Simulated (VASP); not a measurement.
# ZnS (P6_3mc) in VASP: dielectric tensor with PBEsol

Aim: the dielectric tensor of ZnS with PBEsol.

All numbers are computed with VASP 6.6.1; they aren't measurements. Logs are shortened: lines on timing, memory, paths and dates and some standing lists are left out, and cuts for length are marked.

### 1 The cell of the first run

It takes space group P6_3mc (No. 186, hexagonal). The conventional cell has a = 3.811 Å, b = 3.811 Å, c = 6.234 Å, α = 90.00°, β = 90.00°, γ = 120.00°. Within 3.1 Å of Zn (site symmetry 3m) lie 4 S at 2.31 to 2.40 Å. S (site symmetry 3m) has 4 Zn at 2.31 to 2.40 Å within 3.1 Å.

### 2 Dielectric tensor, PBEsol

Contents of INCAR:

```
SYSTEM = ZnS
PREC = Accurate ; ENCUT = 400
EDIFF = 1E-8 ; ISMEAR = 0
SIGMA = 0.01 ; LREAL = .False.
LASPH = .True. ; NELM = 120
ALGO = Normal ; ISIF = 2
LWAVE = .False. ; LCHARG = .False.
GGA = PS ; LEPSILON = .True.
GGA_COMPAT = .False.
```

Contents of KPOINTS:

```
Automatic mesh
0
Gamma
  6 6 4
  0 0 0
```

Contents of POSCAR:

```
ZnS
1.0
    3.8110000000      0.0000000000      0.0000000000
   -1.9055000000      3.3004228138      0.0000000000
    0.0000000000      0.0000000000      6.2340000000
Zn S
2 2
Direct
    0.3333333333      0.6666666667      0.0000000000
    0.6666666667      0.3333333333      0.5000000000
    0.3333333333      0.6666666667      0.3850000000
    0.6666666667      0.3333333333      0.8850000000
```

Potentials or basis: VASP PAW PBE potentials, release 64 (Zn, S).

Run with:

```sh
$ cat potpaw_PBE.64/Zn/POTCAR potpaw_PBE.64/S/POTCAR > POTCAR
$ mpirun -np 1 vasp_std > vasp.out
```

OUTCAR:

```text
SYSTEM = ZnS
   PREC = Accurate
   ENCUT = 400
   EDIFF = 1E-8
   ISMEAR = 0
   LREAL = .False.
   LASPH = .True.
   NELM = 120
   ISIF = 2
   GGA = PS
   LEPSILON = .True.

 ion  position               nearest neighbor table
   1  0.333  0.667  0.000-   4 2.31   4 2.31   4 2.31   3 2.40
   2  0.667  0.333  0.500-   3 2.31   3 2.31   3 2.31   4 2.40
   3  0.333  0.667  0.385-   2 2.31   2 2.31   2 2.31   1 2.40
   4  0.667  0.333  0.885-   1 2.31   1 2.31   1 2.31   2 2.40

  LATTYP: Found a hexagonal cell.
 ALAT       =     3.8110000000
 C/A-ratio  =     1.6357911309

  Lattice vectors:

 A1 = (   3.8110000000,   0.0000000000,   0.0000000000)
 A2 = (  -1.9055000000,   3.3004228138,   0.0000000000)
 A3 = (   0.0000000000,   0.0000000000,   6.2340000000)

Analysis of symmetry for initial positions (statically):
=====================================================================
 Subroutine PRICEL returns:
 Original cell was already a primitive cell.

 Routine SETGRP: Setting up the symmetry group for a
 hexagonal supercell.

 Subroutine GETGRP returns: Found 12 space group operations
 (whereof  6 operations were pure point group operations)
 out of a pool of 24 trial point group operations.

The static configuration has the point symmetry C_3v.
 The point group associated with its full space group is C_6v.

Analysis of symmetry for dynamics (positions and initial velocities):
=====================================================================
 Subroutine PRICEL returns:
 Original cell was already a primitive cell.

 Routine SETGRP: Setting up the symmetry group for a
 hexagonal supercell.

 Subroutine GETGRP returns: Found 12 space group operations
 (whereof  6 operations were pure point group operations)
 out of a pool of 24 trial point group operations.

The dynamic configuration has the point symmetry C_3v.
 The point group associated with its full space group is C_6v.

 Subroutine INISYM returns: Found 12 space group operations
 (whereof  6 operations are pure point group operations),
 and found     1 'primitive' translations
[... 689 lines left out ...]
     -0.00000      2.20028      0.00000        -0.000000      0.000000      0.309520
      1.90550      1.10014      3.11700         0.000000     -0.000000      0.309520
     -0.00000      2.20028      2.40009        -0.000000     -0.000000     -0.309520
      1.90550      1.10014      5.51709        -0.000000      0.000000     -0.309520
 -----------------------------------------------------------------------------------
    total drift:                               -0.000000     -0.000000      0.000247

  FREE ENERGIE OF THE ION-ELECTRON SYSTEM (eV)
  ---------------------------------------------------
  free  energy   TOTEN  =       -15.1344872195 eV

  energy  without entropy=      -15.1344872195  energy(sigma->0) =      -15.13448722

 HEAD OF MICROSCOPIC STATIC DIELECTRIC TENSOR (INDEPENDENT PARTICLE, excluding Hartree and local field effects)
 ------------------------------------------------------
           6.748268     0.000000     0.000000
           0.000000     6.748268     0.000000
           0.000000     0.000000     6.598291
 ------------------------------------------------------

 Free energy of the ion-electron system (eV)
  ---------------------------------------------------
  ---------------------------------------------------
  free energy    TOTEN  =        -1.22457196 eV

  energy without entropy =       -1.22457196

------------------------ aborting loop because EDIFF is reached ----------------------------------------

--------------------------------------- Ionic step        2  -------------------------------------------

------------------------ aborting loop because EDIFF is reached ----------------------------------------

--------------------------------------- Ionic step        3  -------------------------------------------

 Free energy of the ion-electron system (eV)
  ---------------------------------------------------
  ---------------------------------------------------
  free energy    TOTEN  =        -1.19777060 eV

  energy without entropy =       -1.19777060

------------------------ aborting loop because EDIFF is reached ----------------------------------------

 PIEZOELECTRIC TENSOR FIELD DIRECTION 3  (e Angst)
 -----------------------------------------------------------------------------
     1.67489  0.00000 -0.00000           ( -0.01495  0.00000 -0.00000)
     0.00000  1.67489 -0.00000           (  0.00000 -0.01495  0.00000)
    -0.00000  0.00000 -4.03556           ( -0.00000  0.00000  0.00711)

 PIEZOELECTRIC TENSOR FIELD DIRECTION 3  (C/m^2)
 -----------------------------------------------------------------------------
     0.34223  0.00000 -0.00000
     0.00000  0.34223 -0.00000
    -0.00000  0.00000 -0.82459

 MACROSCOPIC STATIC DIELECTRIC TENSOR (including local field effects in DFT)
 ------------------------------------------------------
           6.300177    -0.000000     0.000000
           0.000000     6.300177     0.000000
           0.000000     0.000000     6.171760
 ------------------------------------------------------

 PIEZOELECTRIC TENSOR (including local field effects)  for field in x, y, z        (e  Angst)
          XX          YY          ZZ          XY          YZ          ZX
  --------------------------------------------------------------------------------
  x     0.00000     0.00000     0.00000     0.00000     0.00000     1.70106
  y     0.00000    -0.00000     0.00000     0.00000     1.70106     0.00000
  z     1.67489     1.67489    -4.03556     0.00000     0.00000     0.00000

 PIEZOELECTRIC TENSOR (including local field effects)  for field in x, y, z        (C/m^2)
          XX          YY          ZZ          XY          YZ          ZX
  --------------------------------------------------------------------------------
  x     0.00000     0.00000     0.00000     0.00000     0.00000     0.34758
  y     0.00000    -0.00000     0.00000     0.00000     0.34758     0.00000
  z     0.34223     0.34223    -0.82459     0.00000     0.00000     0.00000

 BORN EFFECTIVE CHARGES (including local field effects) (in |e|, cummulative output)
 ---------------------------------------------------------------------------------
 ion    1
    1     1.97717     0.00000     0.00000
    2     0.00000     1.97717     0.00000
    3     0.00000     0.00000     2.05012
 ion    2
    1     1.97717     0.00000     0.00000
    2     0.00000     1.97717     0.00000
    3     0.00000     0.00000     2.05012
 ion    3
    1    -1.97717     0.00000     0.00000
    2     0.00000    -1.97717     0.00000
    3    -0.00000    -0.00000    -2.05012
 ion    4
    1    -1.97717     0.00000     0.00000
    2     0.00000    -1.97717     0.00000
    3     0.00000    -0.00000    -2.05012
```

stdout:

```text
POSCAR found type information on POSCAR ZnS
 POSCAR found :  2 types and       4 ions
 scaLAPACK will be used
 -----------------------------------------------------------------------------
|                                                                             |
|                                                                             |
|     You enforced a specific xc type in the INCAR file but a different       |
[... 28 lines left out ...]
  Direction:   1
 dielectric tensor                  component  1 :     6.300    -0.714     0.000
 Linear response to external field, progress :
  Direction:   2
 dielectric tensor                  component  2 :    -1.156     6.300     0.000
 Linear response to external field, progress :
  Direction:   3
 dielectric tensor                  component  3 :    -0.410    -0.364     6.172
 Born effective charges drift removed
```

Wall time 6.2 min (1 thread of Intel Xeon Platinum 8375C at 2.90GHz (Ice Lake), shared host); peak memory 0.29 GiB.

Results:

```
Band gap on the k mesh                  : 2.11 eV
Electronic dielectric tensor (diagonal) : 6.30, 6.30, 6.17
Born charges (mean of the diagonal)     : Zn +2.00; S -2.00 e
```

Electronic dielectric tensor:
```
6.30 0.00 0.00
0.00 6.30 0.00
0.00 0.00 6.17
```

Born effective charge tensors (e):
atom 1, Zn
```
1.98 0.00 0.00
0.00 1.98 0.00
0.00 0.00 2.05
```
atom 2, Zn
```
1.98 0.00 0.00
0.00 1.98 0.00
0.00 0.00 2.05
```
atom 3, S
```
-1.98  0.00  0.00
 0.00 -1.98  0.00
 0.00  0.00 -2.05
```
atom 4, S
```
-1.98  0.00  0.00
 0.00 -1.98  0.00
 0.00  0.00 -2.05
```

 A hybrid or GW would open this gap; PBEsol tends to underestimate it.
